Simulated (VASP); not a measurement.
# La (P6_3/mmc) in VASP: notebook, part 2 of 2

VASP 6.6.1. Earlier steps stand in the parts before.

### Step 3. Single point, BLYP (volume scaled by 0.88)

INCAR reads:

```
SYSTEM = La
  PREC = Accurate
  ENCUT = 520
  EDIFF = 1E-7
  ISMEAR = -1
  SIGMA = 0.1
  LREAL = .False.
  LASPH = .True.
  NELM = 80
  ALGO = Normal
  ISIF = 2
  LWAVE = .False.
  LCHARG = .True.
  GGA = B5
  ALDAX = 1.0
  AGGAX = 1.0
  AGGAC = 1.0
  ALDAC = 0.0
  LELF = .True.
  LVHAR = .True.
  NBANDS = 18
```

KPOINTS reads:

```
regular mesh
0
Gamma
  11 11 6
  0 0 0
```

POSCAR reads:

```
La
1.0
    3.7155009227      0.0000000000      0.0000000000
   -1.8577504613      3.2177181868      0.0000000000
    0.0000000000      0.0000000000      5.9798759968
La
2
Direct
    0.3333333333      0.6666666667      0.2500000000
    0.6666666667      0.3333333333      0.7500000000
```

Potentials or basis: VASP PAW PBE potentials, release 64 (La).

Command:

```sh
$ cat potpaw_PBE.64/La/POTCAR > POTCAR
$ mpirun -np 1 vasp_std > vasp.out
```

OUTCAR:

```text
SYSTEM = La
   PREC = Accurate
   ENCUT = 520
   EDIFF = 1E-7
   ISMEAR = -1
   LREAL = .False.
   LASPH = .True.
   NELM = 80
   ISIF = 2
   GGA = B5

 ion  position               nearest neighbor table
   1  0.333  0.667  0.250-   2 3.68   2 3.68   2 3.68   2 3.68   2 3.68   2 3.68
   2  0.667  0.333  0.750-   1 3.68   1 3.68   1 3.68   1 3.68   1 3.68   1 3.68

  LATTYP: Found a hexagonal cell.
 ALAT       =     3.7155009227
 C/A-ratio  =     1.6094400516

  Lattice vectors:

 A1 = (   3.7155009227,   0.0000000000,   0.0000000000)
 A2 = (  -1.8577504613,   3.2177181868,   0.0000000000)
 A3 = (   0.0000000000,   0.0000000000,   5.9798759968)

Analysis of symmetry for initial positions (statically):
=====================================================================
 Subroutine PRICEL returns:
 Original cell was already a primitive cell.

 Routine SETGRP: Setting up the symmetry group for a
 hexagonal supercell.

 Subroutine GETGRP returns: Found 24 space group operations
 (whereof 12 operations were pure point group operations)
 out of a pool of 24 trial point group operations.

The static configuration has the point symmetry D_3d.
 The point group associated with its full space group is D_6h.

Analysis of symmetry for dynamics (positions and initial velocities):
=====================================================================
 Subroutine PRICEL returns:
 Original cell was already a primitive cell.

 Routine SETGRP: Setting up the symmetry group for a
 hexagonal supercell.

 Subroutine GETGRP returns: Found 24 space group operations
 (whereof 12 operations were pure point group operations)
 out of a pool of 24 trial point group operations.

[... 107 lines left out ...]
   ISIF   =      2    stress and relaxation
   ISYM   =      2    0-nonsym 1-usesym 2-fastsym
   POTIM  = 0.5000    time-step for ionic-motion
   TEBEG  =    0.0;   TEEND  =   0.0 temperature during run
   PSTRESS=    0.0 pullay stress
   NELECT =      22.0000    total number of electrons
   NUPDOWN=      -1.0000    fix difference up-down
   EMIN   =  10.00;   EMAX   =-10.00  energy-range for DOS
   EFERMI =   0.00;   METHOD = LEGACY
   ISMEAR =    -1;   SIGMA  =   0.10  broadening in eV -4-tet -1-fermi 0-gaus
   EFERMI_NEDOS =   21; number of points for ismear=-14 and -15
   IALGO  =     38    algorithm
   IMIX   =      4    mixing-type and parameters
     AMIX     =   0.40;   BMIX     =  1.00
     AMIX_MAG =   1.60;   BMIX_MAG =  1.00
  volume/ion in A,a.u.               =      35.75       241.23
  Fermi-wavevector in a.u.,A,eV,Ry     =   1.105257  2.088633 16.620777  1.221593
  Thomas-Fermi vector in A             =   2.241741
   LORBIT       =      0    0 simple, 1 ext, 2 COOP (PROOUT), +10 PAW based schemes
   GGA     = B5    functional components
   LHFCALC =     F    Hartree Fock is set to
   AEXX    =    0.0000 exact exchange contribution
   IVDW    =     0    specifies the selected vdW correction
   LEPSILON=     F    determine dielectric tensor
   LRPA    =     F    only Hartree local field effects (RPA)
 non-spin polarized calculation
  energy-cutoff  :      520.00
  volume of cell :       71.49
 maximum number of plane-waves:      1945
 NGX is ok and might be reduce to    28
   NGX = 13   NGY = 13   NGZ = 23

 number of electron      22.0000000 magnetization

 Free energy of the ion-electron system (eV)
  ---------------------------------------------------
  ext. energy  EPLUGINS =         0.00000000
  ---------------------------------------------------
  free energy    TOTEN  =        -7.82738049 eV

  energy without entropy =       -7.70237105  energy(sigma->0) =       -7.76487577

 E-fermi :   8.7770     XC(G=0):  -9.1521

 val. band max:        8.7759465587   @ k =   0.2727   0.2727   0.1667
 cond. band min:       8.7902899954   @ k =   0.3636   0.2727   0.3333
 fundamental gap:      0.0143434367
 Fermi energy:         8.7770393126

 k-point     1 :       0.0000    0.0000    0.0000
  band No.  band energies     occupation
      1     -24.0830      2.00000
      2     -23.8438      2.00000
      3      -8.5503      2.00000
      4      -7.2314      2.00000
      5      -7.2314      2.00000
      6      -7.0213      2.00000
[... 481 lines left out ...]
      5      -7.6501      2.00000
      6      -7.3829      2.00000
[... 10 lines left out ...]
     17      10.4755      0.00000
     18      10.5014      0.00000

 [... further k-points ...]
[... 5 lines left out ...]
  --------------------------------------------------------------------------------------
  -------------------------------------------------------------------------------------
  Total        1.6112107      1.6112107      1.7273089      0.0000000      0.0000000      0.0000000
  in kB       36.1081596     36.1081596     38.7099877      0.0000000      0.0000000      0.0000000
  external PRESSURE =      36.9754356 kB  Pullay stress =       0.0000000 kB

 VOLUME and BASIS-vectors are now :
 -----------------------------------------------------------------------------
  energy-cutoff  :      520.00
  volume of cell :       71.49
      direct lattice vectors                 reciprocal lattice vectors
     3.715500923  0.000000000  0.000000000     0.269142713  0.155389618  0.000000000
    -1.857750461  3.217718187  0.000000000     0.000000000  0.310779236  0.000000000
     0.000000000  0.000000000  5.979875997     0.000000000  0.000000000  0.167227548

 POSITION                                       TOTAL-FORCE (eV/Angst)
 -----------------------------------------------------------------------------------
     -0.00000      2.14515      1.49497         0.000000      0.000000      0.000000
      1.85775      1.07257      4.48491        -0.000000     -0.000000      0.000000
 -----------------------------------------------------------------------------------
    total drift:                               -0.000000      0.000000     -0.000000

  FREE ENERGIE OF THE ION-ELECTRON SYSTEM (eV)
  ---------------------------------------------------
  free  energy   TOTEN  =        -7.8273804884 eV

  energy  without entropy=       -7.7023710503  energy(sigma->0) =       -7.76487577
```

OSZICAR:

```text
N       E                     dE             d eps       ncg     rms          rms(c)
DAV:   1     0.255580133322E+03    0.25558E+03   -0.82006E+03  2320   0.172E+03
[... 11 lines left out ...]
DAV:  13    -0.782739166607E+01   -0.50080E-06   -0.14753E-05  3840   0.322E-02    0.149E-02
DAV:  14    -0.782738616447E+01    0.55016E-05   -0.75515E-06  4448   0.220E-02    0.818E-03
DAV:  15    -0.782738207165E+01    0.40928E-05   -0.19527E-05  3728   0.314E-02    0.204E-03
DAV:  16    -0.782738123639E+01    0.83525E-06   -0.32030E-06  4592   0.101E-02    0.358E-03
DAV:  17    -0.782738079739E+01    0.43900E-06   -0.11946E-07  3240   0.332E-03    0.271E-03
DAV:  18    -0.782738038904E+01    0.40835E-06   -0.62965E-07  3912   0.644E-03    0.515E-04
DAV:  19    -0.782738048844E+01   -0.99399E-07   -0.60479E-08  2760   0.275E-03
   1 F= -.78273805E+01 E0= -.77648758E+01  d E =-.125009E+00
```

stdout:

```text
POSCAR found type information on POSCAR La
 POSCAR found :  1 types and       2 ions
 scaLAPACK will be used
 -----------------------------------------------------------------------------
|                                                                             |
|                                                                             |
|     You enforced a specific xc type in the INCAR file but a different       |
|     I HOPE YOU KNOW WHAT YOU ARE DOING!                                     |
|                                                                             |
 -----------------------------------------------------------------------------

 LDA part: xc-table for (Slater(with rela. corr.)+VWN5), standard interpolation
 POSCAR, INCAR and KPOINTS ok, starting setup
 FFT: planning ... GRIDC
 FFT: planning ... GRID_SOFT
 FFT: planning ... GRID
 WAVECAR not read
 entering main loop
```

It took 96 s on 1 thread of Intel Xeon Platinum 8488C (Sapphire Rapids), shared host; peak memory 0.24 GiB.

Results:

| Item | Value |
| --- | --- |
| Free energy | -7.8274 eV |
| Pressure | 3.7 GPa |
| Band gap on the k mesh | zero (band 11 reaches 9.79 eV, above the bottom of band 12 at 8.36 eV) |

Stress tensor (GPa, compression positive):
```
3.61 0.00 0.00
0.00 3.61 0.00
0.00 0.00 3.87
```

Levels at points of the mesh, in eV from the Fermi level:
```
           k point  band 8  band 9  band 10  band 11  band 12  band 13  band 14  band 15
(0.00, 0.00, 0.00)  -15.76   -3.06    -1.77     1.02     1.27     1.27     1.41     1.51
(0.00, 0.00, 0.50)  -15.90   -1.74    -1.74     0.61     0.61     1.33     1.33     1.33
```

Caveat: the cell differs from its parent crystal (volume scaled by 0.88); the PAW data sets were made with another functional, which shifts forces and pressure a little; spin-orbit coupling is left out, which moves the levels of the heavy elements.

### Step 4. Relaxation of cell and atoms, BLYP

This run uses another cell than the first one, of 37.42 Å³/atom, 0.921 times its volume.

INCAR reads:

```
PREC = Accurate
ENCUT = 600
EDIFF = 1E-6
ISMEAR = -1
SIGMA = 0.1
LREAL = False
LASPH = True
NELM = 80
ALGO = Normal
ISIF = 3
LWAVE = False
LCHARG = False
GGA = B5
ALDAX = 1.0
AGGAX = 1.0
AGGAC = 1.0
ALDAC = 0.0
IBRION = 2
NSW = 80
EDIFFG = -0.01
```

KPOINTS reads:

```
Automatic mesh
0
Gamma
  10 10 5
```

POSCAR reads:

```
La
1.0
    3.7542362609      0.0000000000      0.0000000000
   -1.8771181304      3.2512639737      0.0000000000
    0.0000000000      0.0000000000      6.1306678140
La
2
Direct
    0.3333333333      0.6666666667      0.2500000000
    0.6666666667      0.3333333333      0.7500000000
```

Command:

```sh
$ cat potpaw_PBE.64/La/POTCAR > POTCAR
$ mpirun -np 1 vasp_std > vasp.out
```

It took 6.1 min on 1 thread of Intel Xeon Platinum 8375C at 2.90GHz (Ice Lake), shared host; peak memory 0.25 GiB.

It converged, with:

- Free energy: -7.9261 eV
- Relaxed volume: 40.60 Å³/atom
- Relaxed cell: a = 3.879 Å, b = 3.879 Å, c = 6.233 Å, α = 90.00°, β = 90.00°, γ = 120.00°
- Space group after relaxing (to 0.05 Å): P6_3/mmc (No. 194)
- Energy gained by relaxing: 21.2 meV/atom
- Ionic steps: 7
- Pressure after relaxing: 0.0 GPa
- Band gap on the k mesh: zero (band 11 reaches 8.52 eV, above the bottom of band 12 at 7.26 eV)

The path:
| step | energy change (eV) | largest force (eV/Å) | pressure (GPa) | volume (Å³) |
| --- | --- | --- | --- | --- |
| 1 | 0.0000 | 0.0000 | 2.24 | 74.83 |
| 2 | -0.0413 | 0.0000 | 0.13 | 80.63 |
| 3 | -0.0415 | 0.0000 | -0.02 | 81.08 |
| 4 | -0.0415 | 0.0000 | 0.04 | 80.95 |
| 5 | -0.0419 | 0.0000 | 0.04 | 80.97 |
| 6 | -0.0423 | 0.0000 | 0.04 | 81.02 |
| 7 | -0.0423 | 0.0000 | -0.03 | 81.21 |

Final structure:
```
La
1.0
     3.87860    0.00000    0.00000
    -1.93930    3.35896    0.00000
     0.00000    0.00000    6.23342
La
2
Direct
  0.33333 0.66667 0.25000
  0.66667 0.33333 0.75000
```

Levels at points of the mesh, in eV from the Fermi level:
| k point | band 8 | band 9 | band 10 | band 11 | band 12 | band 13 | band 14 | band 15 |
| --- | --- | --- | --- | --- | --- | --- | --- | --- |
| (0.00, 0.00, 0.00) | -16.15 | -3.13 | -1.62 | 0.96 | 1.19 | 1.19 | 1.24 | 1.31 |
| (0.50, 0.00, 0.00) | -16.31 | -1.38 | -1.11 | -0.96 | 0.97 | 1.12 | 1.13 | 1.21 |

Caveat: the PAW data sets were made with another functional, which shifts forces and pressure a little; spin-orbit coupling is left out, which moves the levels of the heavy elements.

### Step 5. Single point, BLYP

INCAR reads:

```
PREC = Accurate
ENCUT = 520
EDIFF = 1E-7
ISMEAR = -1
SIGMA = 0.1
LREAL = False
LASPH = True
NELM = 100
ALGO = Normal
ISIF = 2
LWAVE = False
LCHARG = True
GGA = B5
ALDAX = 1.0
AGGAX = 1.0
AGGAC = 1.0
ALDAC = 0.0
LELF = True
LVHAR = True
NBANDS = 18
```

KPOINTS reads:

```
Automatic mesh
0
Gamma
  15 15 9
```

POSCAR reads:

```
La
1.0
    3.8772441505      0.0000000000      0.0000000000
   -1.9386220752      3.3577919310      0.0000000000
    0.0000000000      0.0000000000      6.2401920257
La
2
Direct
    0.3333333333      0.6666666667      0.2500000000
    0.6666666667      0.3333333333      0.7500000000
```

Command:

```sh
$ cat potpaw_PBE.64/La/POTCAR > POTCAR
$ mpirun -np 1 vasp_std > vasp.out
```

Run time: 4.2 min. Hardware: 1 thread of Intel Xeon Platinum 8375C at 2.90GHz (Ice Lake), shared host; peak memory 0.34 GiB.

Results (log left out):

```yaml
Free_energy: -7.9294 eV
Pressure: -0.1 GPa
Band_gap_on_the_k_mesh: zero (band 11 reaches 8.51 eV, above the bottom of band 12 at 7.26 eV)
```

Levels at points of the mesh, in eV from the Fermi level:
```csv
k point,band 9,band 10,band 11,band 12,band 13,band 14
"(0.00, 0.00, 0.00)",-3.12,-1.62,0.96,1.19,1.19,1.24
```

Caveat: the PAW data sets were made with another functional, which shifts forces and pressure a little; spin-orbit coupling is left out, which moves the levels of the heavy elements.

### Step 6. Overview

| task | cell | k mesh | cutoff (eV) | gap on the mesh (eV) | pressure (GPa) |
| --- | --- | --- | --- | --- | --- |
| single point | a = 3.877, b = 3.877, c = 6.240 Å, angles 90.0, 90.0, 120.0°, 2 atoms | 10 × 10 × 5 | 520 | none | 0.0 |
| single point | a = 3.716, b = 3.716, c = 5.980 Å, angles 90.0, 90.0, 120.0°, 2 atoms | 11 × 11 × 6 | 520 | none | 3.7 |
| relaxation of cell and atoms | relaxed from a = 3.754, b = 3.754, c = 6.131 Å, angles 90.0, 90.0, 120.0°, 2 atoms | 10 × 10 × 5 | 600 | none | 0.0 |
| single point | a = 3.877, b = 3.877, c = 6.240 Å, angles 90.0, 90.0, 120.0°, 2 atoms | 15 × 15 × 9 | 520 | none | -0.1 |

Alike in all rows: level BLYP; potentials or basis VASP PAW PBE potentials, release 64 (La); no spin polarisation; smearing fermi-dirac 0.1 eV.

Caveats: the PAW data sets were made with another functional, which shifts forces and pressure a little; spin-orbit coupling is left out, which moves the levels of the heavy elements.

Total energies depend on the potentials used, so only differences within one code and one set of settings carry meaning.
